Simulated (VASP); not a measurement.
Set up this calculation in VASP 6.6.1, as the native input.

```yaml
Task: relaxation of cell and atoms
Functional: PBE
Potentials_or_basis: VASP PAW PBE potentials, release 64 (Sm_3, Pb_d), 4f in core
Cutoff: 500 eV
k_mesh: 6 × 6 × 6
Occupations: gaussian, width 0.1 eV
Spin: no spin polarisation
Dipole_correction: no
Mended: yes
Further_INCAR_settings: ALGO = Normal; EDIFF = 1e-07; IBRION = 2; EDIFFG = -0.04; NSW = 90; ISIF = 3
```

The structure of SmPb2 lies in POSCAR:

```
SmPb2
1.0
    5.1529239900      0.0000000000      0.0000000000
   -2.5764619900      4.4625630800      0.0000000000
    0.0000000000      0.0000000000      3.6179643600
Sm Pb
1 2
Direct
    0.0000000000      0.0000000000      0.0000000000
    0.6666666700      0.3333333300      0.5000000000
    0.3333333300      0.6666666700      0.5000000000
```

The cell was built from a structure type or drawn by symmetry, and may not be a known phase.

These files were run (other wordings do the same):

INCAR

```
  PREC = Accurate
  ENCUT = 500
  EDIFF = 1E-7
  ISMEAR = 0
  SIGMA = 0.1
  LREAL = F
  LASPH = T
  NELM = 200
  ALGO = Normal
  ISIF = 3
  LWAVE = F
  LCHARG = F
  GGA = PE
  IBRION = 2
  NSW = 90
  EDIFFG = -0.04
  GGA_COMPAT = F
  NELMIN = 4
  LMAXMIX = 6
```

KPOINTS

```
regular mesh
0
Gamma
  6 6 6
```

Potentials or basis: VASP PAW PBE potentials, release 64 (Sm_3, Pb_d), 4f in core.

Launch:

```bash
$ cat potpaw_PBE.64/Sm_3/POTCAR potpaw_PBE.64/Pb_d/POTCAR > POTCAR
$ mpirun -np 1 vasp_std > vasp.out
```

Results of the run:

```json
{
  "Relaxed volume": "31.09 Å³/atom",
  "Relaxed cell": "a = 5.433 Å, b = 5.433 Å, c = 3.648 Å, α = 90.00°, β = 90.00°, γ = 120.00°",
  "Space group after relaxing (to 0.1 Å)": "P6/mmm (No. 191)",
  "Energy gained by relaxing": "80.7 meV/atom",
  "Ionic steps": "9",
  "Pressure after relaxing": "0.1 GPa",
  "Band gap on the k mesh": "zero (an odd number of electrons rules out a gap without spin polarisation)"
}
```

Caveat: spin-orbit coupling is left out, which moves the levels of the heavy elements; the 4f electrons are frozen in the core, so they carry no moment and show no levels.

Wall time 2 min on 1 thread of Intel(R) Xeon(R) 6975P-C (Granite Rapids) (shared host), peak memory 0.23 GiB.
